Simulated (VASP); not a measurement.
# Si (Fd-3m) in VASP: single point with PBE

Aim: the single point of Si with PBE.

Program: VASP 6.6.1. These are calculated values, not measurements. Logs are shortened: lines on timing, memory, paths and dates and some standing lists are left out, and cuts for length are marked.

## (1) The cell of the first run

The structure is cubic, space group Fd-3m (No. 227). The conventional cell has a = 5.427 Å, b = 5.427 Å, c = 5.427 Å, α = 90.00°, β = 90.00°, γ = 90.00°. Si (site symmetry -43m) has 4 Si at 2.35 Å within 3.1 Å.

## (2) Single point, PBE

INCAR reads:

```
SYSTEM = Si
PREC     = Accurate       ! precision mode
ENCUT    = 520            ! plane-wave cutoff, eV
EDIFF    = 1E-6           ! SCF threshold, eV
ISMEAR   = 0              ! smearing method
SIGMA    = 0.05           ! smearing width, eV
LREAL    = Auto         
LASPH    = .TRUE.         ! aspherical terms in the spheres
NELM     = 80             ! most SCF steps
ALGO     = Normal         ! electronic algorithm
ISIF     = 2              ! what is computed and relaxed
LWAVE    = .FALSE.        ! write WAVECAR
LCHARG   = .FALSE.        ! write CHGCAR
GGA      = PE             ! functional
NBANDS   = 141            ! bands
```

KPOINTS reads:

```
regular mesh
0
G
  1 1 1
  0 0 0
```

POSCAR reads:

```
Si
1.0
    0.0000000000      8.1406800000      8.1406800000
    8.1406800000      0.0000000000      8.1406800000
    8.1406800000      8.1406800000      0.0000000000
Si
54
Direct
    0.2500000000      0.2500000000      0.2500000000
    0.2500000000      0.2500000000      0.5833330000
    0.2500000000      0.2500000000      0.9166670000
    0.2500000000      0.5833330000      0.2500000000
    0.2500000000      0.5833330000      0.5833330000
    0.2500000000      0.5833330000      0.9166670000
    0.2500000000      0.9166670000      0.2500000000
    0.2500000000      0.9166670000      0.5833330000
    0.2500000000      0.9166670000      0.9166670000
    0.5833330000      0.2500000000      0.2500000000
    0.5833330000      0.2500000000      0.5833330000
    0.5833330000      0.2500000000      0.9166670000
    0.5833330000      0.5833330000      0.2500000000
    0.5833330000      0.5833330000      0.5833330000
    0.5833330000      0.5833330000      0.9166670000
    0.5833330000      0.9166670000      0.2500000000
    0.5833330000      0.9166670000      0.5833330000
    0.5833330000      0.9166670000      0.9166670000
    0.9166670000      0.2500000000      0.2500000000
    0.9166670000      0.2500000000      0.5833330000
    0.9166670000      0.2500000000      0.9166670000
    0.9166670000      0.5833330000      0.2500000000
    0.9166670000      0.5833330000      0.5833330000
    0.9166670000      0.5833330000      0.9166670000
    0.9166670000      0.9166670000      0.2500000000
    0.9166670000      0.9166670000      0.5833330000
    0.9166670000      0.9166670000      0.9166670000
    0.1666670000      0.1666670000      0.1666670000
    0.1666670000      0.1666670000      0.5000000000
    0.1666670000      0.1666670000      0.8333330000
    0.1666670000      0.5000000000      0.1666670000
    0.1666670000      0.5000000000      0.5000000000
    0.1666670000      0.5000000000      0.8333330000
    0.1666670000      0.8333330000      0.1666670000
    0.1666670000      0.8333330000      0.5000000000
    0.1666670000      0.8333330000      0.8333330000
    0.5000000000      0.1666670000      0.1666670000
    0.5000000000      0.1666670000      0.5000000000
    0.5000000000      0.1666670000      0.8333330000
    0.5000000000      0.5000000000      0.1666670000
    0.5000000000      0.5000000000      0.5000000000
    0.5000000000      0.5000000000      0.8333330000
    0.5000000000      0.8333330000      0.1666670000
    0.5000000000      0.8333330000      0.5000000000
    0.5000000000      0.8333330000      0.8333330000
    0.8333330000      0.1666670000      0.1666670000
    0.8333330000      0.1666670000      0.5000000000
    0.8333330000      0.1666670000      0.8333330000
    0.8333330000      0.5000000000      0.1666670000
    0.8333330000      0.5000000000      0.5000000000
    0.8333330000      0.5000000000      0.8333330000
    0.8333330000      0.8333330000      0.1666670000
    0.8333330000      0.8333330000      0.5000000000
    0.8333330000      0.8333330000      0.8333330000
```

Potentials or basis: VASP PAW PBE potentials, release 64 (Si).

Run with:

```console
cat potpaw_PBE.64/Si/POTCAR > POTCAR
mpirun -np 1 vasp_gam > vasp.out
```

OUTCAR:

```text
SYSTEM = Si
   PREC = Accurate
   ENCUT = 520
   EDIFF = 1E-6
   ISMEAR = 0
   LREAL = Auto
   LASPH = .TRUE.
   NELM = 80
   ISIF = 2
   GGA = PE

 ion  position               nearest neighbor table
   1  0.250  0.250  0.250-  28 2.35  29 2.35  31 2.35  37 2.35
   2  0.250  0.250  0.583-  29 2.35  30 2.35  32 2.35  38 2.35
   3  0.250  0.250  0.917-  28 2.35  30 2.35  33 2.35  39 2.35
   4  0.250  0.583  0.250-  31 2.35  32 2.35  34 2.35  40 2.35
   5  0.250  0.583  0.583-  32 2.35  33 2.35  35 2.35  41 2.35
   6  0.250  0.583  0.917-  31 2.35  33 2.35  36 2.35  42 2.35
[... 46 lines left out ...]
  53  0.833  0.833  0.500-  17 2.35  23 2.35  25 2.35  26 2.35
  54  0.833  0.833  0.833-  18 2.35  24 2.35  26 2.35  27 2.35

  LATTYP: Found a face centered cubic cell.
 ALAT       =    16.2813600000

  Lattice vectors:

 A1 = (   0.0000000000,   8.1406800000,   8.1406800000)
 A2 = (   8.1406800000,   0.0000000000,   8.1406800000)
 A3 = (   8.1406800000,   8.1406800000,   0.0000000000)

Analysis of symmetry for initial positions (statically):
=====================================================================
 Subroutine PRICEL returns following result:

  LATTYP: Found a face centered cubic cell.
 ALAT       =     5.4271145729

  Lattice vectors:

 A1 = (   0.0000000000,   2.7135572864,   2.7135572864)
 A2 = (   2.7135572864,   0.0000000000,   2.7135572864)
 A3 = (   2.7135572864,   2.7135572864,   0.0000000000)

  27 primitive cells build up your supercell.

 Routine SETGRP: Setting up the symmetry group for a
 face centered cubic supercell.

 Subroutine GETGRP returns: Found 48 space group operations
 (whereof 24 operations were pure point group operations)
 out of a pool of 48 trial point group operations.

The static configuration has the point symmetry T_d .
 The point group associated with its full space group is O_h .

Analysis of symmetry for dynamics (positions and initial velocities):
=====================================================================
 Subroutine PRICEL returns following result:

  LATTYP: Found a face centered cubic cell.
 ALAT       =     5.4271145729

  Lattice vectors:

 A1 = (   0.0000000000,   2.7135572864,   2.7135572864)
 A2 = (   2.7135572864,   0.0000000000,   2.7135572864)
 A3 = (   2.7135572864,   2.7135572864,   0.0000000000)

  27 primitive cells build up your supercell.

 Routine SETGRP: Setting up the symmetry group for a
 face centered cubic supercell.

 Subroutine GETGRP returns: Found 48 space group operations
 (whereof 24 operations were pure point group operations)
 out of a pool of 48 trial point group operations.

The dynamic configuration has the point symmetry T_d .
 The point group associated with its full space group is O_h .

 Subroutine INISYM returns: Found 48 space group operations
 (whereof 24 operations are pure point group operations),
 and found    27 'primitive' translations

----------------------------------------------------------------------------------------

                                     Primitive cell

  volume of cell :      39.9620

  direct lattice vectors                    reciprocal lattice vectors
     0.000000000  2.713557286  2.713557286    -0.184259976  0.184259976  0.184259976
     2.713557286  0.000000000  2.713557286     0.184259976 -0.184259976  0.184259976
     2.713557286  2.713557286  0.000000000     0.184259976  0.184259976 -0.184259976

  length of vectors
     3.837549517  3.837549517  3.837549517     0.319147640  0.319147640  0.319147640

  position of ions in fractional coordinates (direct lattice)
     0.750000750  0.750000750  0.750000750
     0.500001500  0.500001500  0.500001500

  ion indices of the primitive-cell ions
   primitive index   ion index
                 1           1
                 2          28

----------------------------------------------------------------------------------------

 KPOINTS: regular mesh

Automatic generation of k-mesh.
 Grid dimensions read from file:
 generate k-points for:    1    1    1

 Generating k-lattice:

  Cartesian coordinates                     Fractional coordinates (reciprocal lattice)
    -0.061419931  0.061419931  0.061419931     1.000000000  0.000000000  0.000000000
     0.061419931 -0.061419931  0.061419931     0.000000000  1.000000000  0.000000000
     0.061419931  0.061419931 -0.061419931     0.000000000  0.000000000  1.000000000

  Length of vectors
     0.106382440  0.106382440  0.106382440

  Shift w.r.t. Gamma in fractional coordinates (k-lattice)
     0.000000000  0.000000000  0.000000000

 Subroutine IBZKPT returns following result:
 ===========================================

 Found      1 irreducible k-points:

 Following reciprocal coordinates:
            Coordinates               Weight
  0.000000  0.000000  0.000000      1.000000
   k-points           NKPTS =      1   k-points in BZ     NKDIM =      1   number of bands    NBANDS=    141
   number of dos      NEDOS =    301   number of ions     NIONS =     54
   total plane-waves  NPLWV = 729000
   dimension x,y,z NGX =    90 NGY =   90 NGZ =   90
   dimension x,y,z NGXF=   180 NGYF=  180 NGZF=  180
   ions per type =              54
   NGX,Y,Z   is equivalent  to a cutoff of  13.00, 13.00, 13.00 a.u.
   NGXF,Y,Z  is equivalent  to a cutoff of  25.99, 25.99, 25.99 a.u.
 SYSTEM =  Si
   PREC   = accura    normal or accurate (medium, high low for compatibility)
   ISTART =      0    job   : 0-new  1-cont  2-samecut
   ICHARG =      2    charge: 1-file 2-atom 10-const
   ISPIN  =      1    spin polarized calculation?
   LNONCOLLINEAR =      F non collinear calculations
   LSORBIT =      F    spin-orbit coupling
   LASPH  =      T    aspherical Exc in radial PAW
   ENCUT  =  520.0 eV  38.22 Ry    6.18 a.u.  21.41 21.41 21.41*2*pi/ulx,y,z
   NELM   =     80;   NELMIN=  2; NELMDL= -5     # of ELM steps
   EDIFF  = 0.1E-05   stopping-criterion for ELM
   LREAL  =      T    real-space projection
   EDIFFG = 0.1E-04   stopping-criterion for IOM
   NSW    =      0    number of steps for IOM
   IBRION =     -1    ionic relax: 0-MD 1-quasi-New 2-CG
   NFREE  =      0    steps in history (QN), initial steepest desc. (CG)
   ISIF   =      2    stress and relaxation
   ISYM   =      2    0-nonsym 1-usesym 2-fastsym
   POTIM  = 0.5000    time-step for ionic-motion
   TEBEG  =    0.0;   TEEND  =   0.0 temperature during run
   PSTRESS=    0.0 pullay stress
   NELECT =     216.0000    total number of electrons
   NUPDOWN=      -1.0000    fix difference up-down
   EMIN   =  10.00;   EMAX   =-10.00  energy-range for DOS
   EFERMI =   0.00;   METHOD = LEGACY
   ISMEAR =     0;   SIGMA  =   0.05  broadening in eV -4-tet -1-fermi 0-gaus
   EFERMI_NEDOS =   21; number of points for ismear=-14 and -15
   IALGO  =     38    algorithm
   IMIX   =      4    mixing-type and parameters
     AMIX     =   0.40;   BMIX     =  1.00
     AMIX_MAG =   1.60;   BMIX_MAG =  1.00
  volume/ion in A,a.u.               =      19.98       134.84
  Fermi-wavevector in a.u.,A,eV,Ry     =   0.957684  1.809760 12.478691  0.917158
  Thomas-Fermi vector in A             =   2.086724
   LORBIT       =      0    0 simple, 1 ext, 2 COOP (PROOUT), +10 PAW based schemes
   GGA     = PE    functional components
   LHFCALC =     F    Hartree Fock is set to
   AEXX    =    0.0000 exact exchange contribution
   IVDW    =     0    specifies the selected vdW correction
   LEPSILON=     F    determine dielectric tensor
   LRPA    =     F    only Hartree local field effects (RPA)
 non-spin polarized calculation
 Gauss-broadening in eV      SIGMA  =   0.05
  energy-cutoff  :      520.00
  volume of cell :     1078.98
 maximum number of plane-waves:     14562
 NGX is ok and might be reduce to    90
   NGX = 43   NGY = 43   NGZ = 43

 number of electron     216.0000010 magnetization

 Free energy of the ion-electron system (eV)
  ---------------------------------------------------
  ext. energy  EPLUGINS =         0.00000000
  ---------------------------------------------------
  free energy    TOTEN  =      -276.09784375 eV

  energy without entropy =     -276.09784375  energy(sigma->0) =     -276.09784375

 E-fermi :   6.2231     XC(G=0):  -9.3493

 val. band max:        5.9546177324   @ k =   0.0000   0.0000   0.0000
 cond. band min:       6.6411406064   @ k =   0.0000   0.0000   0.0000
 fundamental gap:      0.6865228740
 Fermi energy:         6.2230732734

 k-point     1 :       0.0000    0.0000    0.0000
  band No.  band energies     occupation
      1      -6.0377      2.00000
      2      -4.6554      2.00000
      3      -4.6554      2.00000
      4      -4.6554      2.00000
      5      -4.6553      2.00000
      6      -4.6553      2.00000
[... 112 lines left out ...]
    119       7.4798      0.00000
    120       7.4798      0.00000
 [bands above 120 left out]

------------------------ aborting loop because EDIFF is reached ----------------------------------------

  FORCE on cell =-STRESS in cart. coord.  units (eV):
  Direction    XX          YY          ZZ          XY          YZ          ZX
  --------------------------------------------------------------------------------------
  -------------------------------------------------------------------------------------
  Total       27.9241833     27.9241833     27.9241833      0.0000000      0.0000000      0.0000000
  in kB       41.4647466     41.4647466     41.4647466      0.0000000      0.0000000      0.0000000
  external PRESSURE =      41.4647466 kB  Pullay stress =       0.0000000 kB

 VOLUME and BASIS-vectors are now :
 -----------------------------------------------------------------------------
  energy-cutoff  :      520.00
  volume of cell :     1078.98
      direct lattice vectors                 reciprocal lattice vectors
     0.000000000  8.140680000  8.140680000    -0.061419931  0.061419931  0.061419931
     8.140680000  0.000000000  8.140680000     0.061419931 -0.061419931  0.061419931
     8.140680000  8.140680000  0.000000000     0.061419931  0.061419931 -0.061419931

 POSITION                                       TOTAL-FORCE (eV/Angst)
 -----------------------------------------------------------------------------------
      4.07034      4.07034      4.07034        -0.000000     -0.000000     -0.000000
      6.78390      6.78390      4.07034        -0.000000     -0.000000     -0.000000
      9.49746      9.49746      4.07034        -0.000000     -0.000000     -0.000000
      6.78390      4.07034      6.78390        -0.000000     -0.000000     -0.000000
      9.49745      6.78390      6.78390        -0.000000     -0.000000     -0.000000
     12.21102      9.49746      6.78390        -0.000000     -0.000000     -0.000000
[... 46 lines left out ...]
     10.85424     10.85424     13.56779         0.000000      0.000000      0.000000
     13.56779     13.56779     13.56779         0.000000      0.000000      0.000000
 -----------------------------------------------------------------------------------
    total drift:                                0.008190      0.008190      0.011225

  FREE ENERGIE OF THE ION-ELECTRON SYSTEM (eV)
  ---------------------------------------------------
  free  energy   TOTEN  =      -276.0978437491 eV

  energy  without entropy=     -276.0978437491  energy(sigma->0) =     -276.09784375
```

Wall time 6 min (1 thread of Intel Xeon Platinum 8488C (Sapphire Rapids), shared host); peak memory 1.2 GiB.

What came out:

```yaml
Free_energy: -276.0978 eV
Pressure: 4.1 GPa
Band_gap_on_the_k_mesh: 0.69 eV
```

Levels at points of the mesh, in eV from the valence-band top:
```
           k point  band 104  band 105  band 106  band 107  band 108  band 109  band 110  band 111  band 112  band 113
(0.00, 0.00, 0.00)     -1.01     -1.01      0.00      0.00      0.00      0.69      0.69      0.69      0.69      0.69
```

Caveat: the k points lie up to 0.67 Å⁻¹ apart. A k mesh can miss the band edges.
